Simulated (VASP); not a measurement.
# LiCl (Fm-3m) in VASP: vibrations by perturbation theory with LDA

Aim: the vibrations by perturbation theory of LiCl with LDA.

Everything below comes from runs of VASP 6.6.1. Logs are shortened: lines on timing, memory, paths and dates and some standing lists are left out, and cuts for length are marked.

### Step 1. The cell of the first run

The structure is cubic, space group Fm-3m (No. 225). The conventional cell has a = 4.964 Å, b = 4.964 Å, c = 4.964 Å, α = 90.00°, β = 90.00°, γ = 90.00°. Li (site symmetry m-3m) has 6 Cl at 2.48 Å within 3.3 Å. Cl (site symmetry m-3m) has 6 Li at 2.48 Å within 3.3 Å.

### Step 2. Vibrations by perturbation theory, LDA

The input, INCAR:

```
  PREC = Accurate
  ENCUT = 520
  EDIFF = 1E-8
  ISMEAR = 0
  SIGMA = 0.01
  LREAL = F
  LASPH = T
  NELM = 60
  ALGO = Normal
  ISIF = 2
  LWAVE = F
  LCHARG = T
  IBRION = 8
  NSW = 1
  LEPSILON = T
```

The input, KPOINTS:

```
Automatic mesh
0
Gamma
  8 8 8
```

The input, POSCAR:

```
LiCl
1.0
    0.0000000000      2.4821110348      2.4821110348
    2.4821110348      0.0000000000      2.4821110348
    2.4821110348      2.4821110348      0.0000000000
Li Cl
1 1
Direct
    0.0000000000      0.0000000000      0.0000000000
    0.5000000000      0.5000000000      0.5000000000
```

Potentials or basis: VASP PAW LDA potentials, release 64 (Li_sv, Cl).

The run is started by

```sh
cat potpaw_LDA.64/Li_sv/POTCAR potpaw_LDA.64/Cl/POTCAR > POTCAR
mpirun -np 1 vasp_std > vasp.out
```

OUTCAR:

```text
PREC = Accurate
   ENCUT = 520
   EDIFF = 1E-8
   ISMEAR = 0
   LREAL = F
   LASPH = T
   NELM = 60
   ISIF = 2
   IBRION = 8
   NSW = 1
   LEPSILON = T

 ion  position               nearest neighbor table
   1  0.000  0.000  0.000-   2 2.48   2 2.48   2 2.48   2 2.48   2 2.48   2 2.48
   2  0.500  0.500  0.500-   1 2.48   1 2.48   1 2.48   1 2.48   1 2.48   1 2.48

  LATTYP: Found a face centered cubic cell.
 ALAT       =     4.9642220696

  Lattice vectors:

 A1 = (   0.0000000000,   2.4821110348,   2.4821110348)
 A2 = (   2.4821110348,   0.0000000000,   2.4821110348)
 A3 = (   2.4821110348,   2.4821110348,   0.0000000000)

Analysis of symmetry for initial positions (statically):
=====================================================================
 Subroutine PRICEL returns:
 Original cell was already a primitive cell.

 Routine SETGRP: Setting up the symmetry group for a
 face centered cubic supercell.

 Subroutine GETGRP returns: Found 48 space group operations
 (whereof 48 operations were pure point group operations)
 out of a pool of 48 trial point group operations.

The static configuration has the point symmetry O_h .

Analysis of symmetry for dynamics (positions and initial velocities):
=====================================================================
 Subroutine PRICEL returns:
 Original cell was already a primitive cell.

 Routine SETGRP: Setting up the symmetry group for a
 face centered cubic supercell.

 Subroutine GETGRP returns: Found 48 space group operations
 (whereof 48 operations were pure point group operations)
 out of a pool of 48 trial point group operations.

The dynamic configuration has the point symmetry O_h .

 Subroutine INISYM returns: Found 48 space group operations
 (whereof 48 operations are pure point group operations),
 and found     1 'primitive' translations

----------------------------------------------------------------------------------------

                                     Primitive cell

  volume of cell :      30.5840

  direct lattice vectors                    reciprocal lattice vectors
     0.000000000  2.482111035  2.482111035    -0.201441432  0.201441432  0.201441432
     2.482111035  0.000000000  2.482111035     0.201441432 -0.201441432  0.201441432
     2.482111035  2.482111035  0.000000000     0.201441432  0.201441432 -0.201441432

  length of vectors
     3.510235089  3.510235089  3.510235089     0.348906794  0.348906794  0.348906794

  position of ions in fractional coordinates (direct lattice)
     0.000000000  0.000000000  0.000000000
     0.500000000  0.500000000  0.500000000

  ion indices of the primitive-cell ions
   primitive index   ion index
                 1           1
                 2           2

----------------------------------------------------------------------------------------

 KPOINTS: Automatic mesh

Automatic generation of k-mesh.
 Grid dimensions read from file:
 generate k-points for:    8    8    8

 Generating k-lattice:
[... 438 lines left out ...]
          -0.000000    -0.000000     3.549377
 ------------------------------------------------------

 Free energy of the ion-electron system (eV)
  ---------------------------------------------------
  ---------------------------------------------------
  free energy    TOTEN  =        -0.20059999 eV

  energy without entropy =       -0.20059999

------------------------ aborting loop because EDIFF is reached ----------------------------------------

--------------------------------------- Ionic step        2  -------------------------------------------

------------------------ aborting loop because EDIFF is reached ----------------------------------------

--------------------------------------- Ionic step        3  -------------------------------------------

------------------------ aborting loop because EDIFF is reached ----------------------------------------

 PIEZOELECTRIC TENSOR FIELD DIRECTION 3  (e Angst)
 -----------------------------------------------------------------------------
    -0.00038  0.00000 -0.00000           ( -0.00000  0.00000  0.00000)
     0.00000 -0.00038  0.00000           (  0.00000 -0.00000  0.00000)
     0.00000 -0.00000 -0.00022           (  0.00000  0.00000 -0.00000)

 PIEZOELECTRIC TENSOR FIELD DIRECTION 3  (C/m^2)
 -----------------------------------------------------------------------------
    -0.00020  0.00000 -0.00000
     0.00000 -0.00020  0.00000
     0.00000 -0.00000 -0.00011

--------------------------------------- Ionic step        4  -------------------------------------------

------------------------ aborting loop because EDIFF is reached ----------------------------------------

[... ionic steps 5 to 6 ...]

--------------------------------------- Ionic step        7  -------------------------------------------

 Free energy of the ion-electron system (eV)
  ---------------------------------------------------
  ---------------------------------------------------
  free energy    TOTEN  =        -0.18360030 eV

  energy without entropy =       -0.18360030

------------------------ aborting loop because EDIFF is reached ----------------------------------------

 INTERNAL STRAIN TENSOR  FOR ION    2  DIRECTION 1   (eV/Angst):
 -----------------------------------------------------------------------------
     0.00216 -0.00000  0.00000
     0.00000  0.01047 -0.00000
     0.00000 -0.00000  0.01047

 MACROSCOPIC STATIC DIELECTRIC TENSOR (including local field effects in DFT)
 ------------------------------------------------------
           3.185972     0.000000    -0.000000
           0.000000     3.185972    -0.000000
           0.000000    -0.000000     3.185972
 ------------------------------------------------------

 PIEZOELECTRIC TENSOR (including local field effects)  for field in x, y, z        (e  Angst)
          XX          YY          ZZ          XY          YZ          ZX
  --------------------------------------------------------------------------------
  x     0.00000     0.00000     0.00000     0.00000     0.00000     0.00000
  y     0.00000     0.00000     0.00000     0.00000     0.00000     0.00000
  z     0.00000     0.00000     0.00000     0.00000     0.00000     0.00000

 PIEZOELECTRIC TENSOR (including local field effects)  for field in x, y, z        (C/m^2)
          XX          YY          ZZ          XY          YZ          ZX
  --------------------------------------------------------------------------------
  x     0.00000     0.00000     0.00000     0.00000     0.00000     0.00000
  y     0.00000     0.00000     0.00000     0.00000     0.00000     0.00000
  z     0.00000     0.00000     0.00000     0.00000     0.00000     0.00000

 BORN EFFECTIVE CHARGES (including local field effects) (in |e|, cummulative output)
 ---------------------------------------------------------------------------------
 ion    1
    1     1.16477     0.00000    -0.00000
    2     0.00000     1.16477    -0.00000
    3    -0.00000     0.00000     1.16477
 ion    2
    1    -1.16477    -0.00000     0.00000
    2    -0.00000    -1.16477     0.00000
    3     0.00000    -0.00000    -1.16477

 INTERNAL STRAIN TENSOR FOR ION    2 for displacements in x,y,z  (eV/Angst):
          X           Y           Z          XY          YZ          ZX
  --------------------------------------------------------------------------------
  x     0.00000     0.00000     0.00000     0.00000     0.00000     0.00000
  y     0.00000     0.00000     0.00000     0.00000     0.00000     0.00000
  z     0.00000     0.00000     0.00000     0.00000     0.00000     0.00000

 SECOND DERIVATIVES (NOT SYMMETRIZED)
 ------------------------------------
               1X          1Y          1Z          2X          2Y          2Z
  1X    -1.102553    0.000000    0.000000    1.102553    0.000000    0.000000
  1Y     0.000000   -1.102553    0.000000    0.000000    1.102553    0.000000
  1Z     0.000000    0.000000   -1.102553    0.000000    0.000000    1.102553
  2X     1.119171    0.000000    0.000000   -1.119171    0.000000    0.000000
  2Y     0.000000    1.119171    0.000000    0.000000   -1.119171    0.000000
  2Z     0.000000    0.000000    1.119171    0.000000    0.000000   -1.119171

 Eigenvectors and eigenvalues of the dynamical matrix
 ----------------------------------------------------

   1 f  =    6.793782 THz    42.686594 2PiTHz  226.616190 cm-1    28.096814 meV
             X         Y         Z           dx          dy          dz
      0.000000  0.000000  0.000000     0.000000    0.912599    0.000000
      2.482111  2.482111  2.482111     0.000000   -0.408855    0.000000
[... 21 lines left out ...]
   6 f/i=    0.018961 THz     0.119135 2PiTHz    0.632468 cm-1     0.078416 meV
             X         Y         Z           dx          dy          dz
      0.000000  0.000000  0.000000     0.000000    0.000000   -0.408855
      2.482111  2.482111  2.482111     0.000000    0.000000   -0.912599

--------------------------------------------------------------------------------------------------------

 MACROSCOPIC STATIC DIELECTRIC TENSOR IONIC CONTRIBUTION
 ------------------------------------------------------
           7.225677     0.000000    -0.000000
           0.000000     7.225677    -0.000000
          -0.000000    -0.000000     7.225677
 ------------------------------------------------------

 ELASTIC MODULI CONTR FROM IONIC RELAXATION (kBar)
 Direction    XX          YY          ZZ          XY          YZ          ZX
 --------------------------------------------------------------------------------
 XX           0.0000      0.0000      0.0000      0.0000      0.0000      0.0000
 YY           0.0000      0.0000      0.0000      0.0000      0.0000      0.0000
 ZZ           0.0000      0.0000      0.0000      0.0000      0.0000      0.0000
 XY           0.0000      0.0000      0.0000      0.0000      0.0000      0.0000
 YZ           0.0000      0.0000      0.0000      0.0000      0.0000      0.0000
 ZX           0.0000      0.0000      0.0000      0.0000      0.0000      0.0000
 --------------------------------------------------------------------------------

 PIEZOELECTRIC TENSOR IONIC CONTR  for field in x, y, z        (C/m^2)
          XX          YY          ZZ          XY          YZ          ZX
  --------------------------------------------------------------------------------
  x     0.00000     0.00000     0.00000     0.00000     0.00000     0.00000
  y     0.00000     0.00000     0.00000     0.00000     0.00000     0.00000
  z     0.00000     0.00000     0.00000     0.00000     0.00000     0.00000
```

Run time: 5.5 min. Hardware: 1 thread of Intel Xeon 8259CL, shared host; peak memory 0.18 GiB.

Results:

```
Electronic dielectric tensor (diagonal)                 : 3.19
Born charges (mean of the diagonal)                     : Li +1.16; Cl -1.16 e
Highest phonon frequency at Γ, LO-TO splitting left out : 227 cm⁻¹
```

Phonon frequencies in cm⁻¹ (negative: imaginary):
```csv
q point,frequencies
"(0.000, 0.000, 0.000)",-1 -1 -1 227 227 227
```

Electronic dielectric tensor:
```
3.19 0.00 0.00
0.00 3.19 0.00
0.00 0.00 3.19
```

Born effective charge tensors (e):
atom 1, Li
```
1.16 0.00 0.00
0.00 1.16 0.00
0.00 0.00 1.16
```
atom 2, Cl
```
-1.16  0.00  0.00
 0.00 -1.16  0.00
 0.00  0.00 -1.16
```
